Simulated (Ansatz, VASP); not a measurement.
## One calculation of MgAg2F6, two programs

INCAR

```
SYSTEM = MgAg2F6
ALGO = Normal
EDIFF = 1E-7
EDIFFG = -0.01
ENCUT = 600
GGA = PE
GGA_COMPAT = .False.
IBRION = 2
ISIF = 3
ISMEAR = 0
ISPIN = 2
KPAR = 4
LASPH = .True.
LCHARG = .False.
LMAXMIX = 4
LORBIT = 11
LREAL = .False.
LWAVE = .False.
MAGMOM = 0 0.42 0.42 0.22 0.22 0.22 0.22 0.22 0.22
NELM = 200
NELMIN = 4
NSW = 100
PREC = Accurate
SIGMA = 0.1
```

File KPOINTS:

```
k-points
0
Gamma
  8 8 8
  0 0 0
```

File POSCAR:

```
MgAg2F6
1.0
    0.0000000000      3.8221118538      3.8221118538
    3.8221118538      0.0000000000      3.8221118538
    3.8221118538      3.8221118538      0.0000000000
Mg Ag F
1 2 6
Direct
    0.0000000000      0.0000000000      0.0000000000
    0.2500000000      0.2500000000      0.2500000000
    0.7500000000      0.7500000000      0.7500000000
    0.7481631141      0.2518368859      0.2518368859
    0.2518368859      0.7481631141      0.7481631141
    0.2518368859      0.7481631141      0.2518368859
    0.7481631141      0.2518368859      0.7481631141
    0.2518368859      0.2518368859      0.7481631141
    0.7481631141      0.7481631141      0.2518368859
```

Input for Ansatz:

```yaml
crystal:
  lattice:
    - [0.0, 3.8221118538, 3.8221118538]
    - [3.8221118538, 0.0, 3.8221118538]
    - [3.8221118538, 3.8221118538, 0.0]
  atoms:
    - { symbol: Mg, position: [0.0, 0.0, 0.0] }
    - { symbol: Ag, position: [0.25, 0.25, 0.25], spin: 0.42 }
    - { symbol: Ag, position: [0.75, 0.75, 0.75], spin: 0.42 }
    - { symbol: F, position: [0.7481631141, 0.2518368859, 0.2518368859], spin: 0.22 }
    - { symbol: F, position: [0.2518368859, 0.7481631141, 0.7481631141], spin: 0.22 }
    - { symbol: F, position: [0.2518368859, 0.7481631141, 0.2518368859], spin: 0.22 }
    - { symbol: F, position: [0.7481631141, 0.2518368859, 0.7481631141], spin: 0.22 }
    - { symbol: F, position: [0.2518368859, 0.2518368859, 0.7481631141], spin: 0.22 }
    - { symbol: F, position: [0.7481631141, 0.7481631141, 0.2518368859], spin: 0.22 }
basis:
  ecutwfc: 420
kpoints:
  mp_grid: { grid: [8, 8, 8] }
hamiltonian:
  xc: pbe
scf:
  occupations: { method: gaussian, width: 0.1 }
output:
  forces: true
  stress: true
  eigenvalues: true
  populations: true
  write_density: true
  write_potential: true
  elf: true
  volumetric_format: npy
magnetization:
  spin_polarized: true
relax:
  adjacent_minimum: "off"
  f_tol: 0.01
  max_steps: 80
  cell: { stress_tol: 0.05 }
```

Change from the starting cell: species swapped into the Tl2CrF6 type (Fm-3m, No. 225).

Alike in both runs: task relaxation of cell and atoms; functional PBE; k mesh 8 × 8 × 8; occupations gaussian, width 0.1 eV; collinear spin.

|  | VASP | Ansatz |
| --- | --- | --- |
| version | VASP 6.6.1 | Ansatz 0.2.0 |
| potentials or method | VASP PAW PBE potentials, release 64 (Mg, Ag, F), cutoff 600 eV | scalar-relativistic, plane waves, PAW |
| valence electrons in the cell | 66 | 90 |

Ansatz gave:

| Item | Value |
| --- | --- |
| gap on the k mesh at the Fermi level, each at its own relaxed structure (eV) | none |
| net moment per atom (μB) | 0.22 |
| size of the moment on the site where the two differ most (μB) | 0.20 |
| relaxed volume (Å³/atom) | 12.43 |
| relaxed cell length with the largest relative difference (Å) | 5.409 |

**Question.** Which values does VASP return?

**Answer.** gap on the k mesh at the Fermi level, each at its own relaxed structure (eV): none; net moment per atom (μB): 0.22; size of the moment on the site where the two differ most (μB): 0.20; relaxed volume (Å³/atom): 12.33; relaxed cell length with the largest relative difference (Å): 5.393.

Site moments also hang on the region over which each program counts them. A gap of «none» marks a metal or a gap that the smearing closes. VASP's potentials hold 66 valence electrons a cell and Ansatz's 90, so a difference there can come from the potentials and not from the codes.
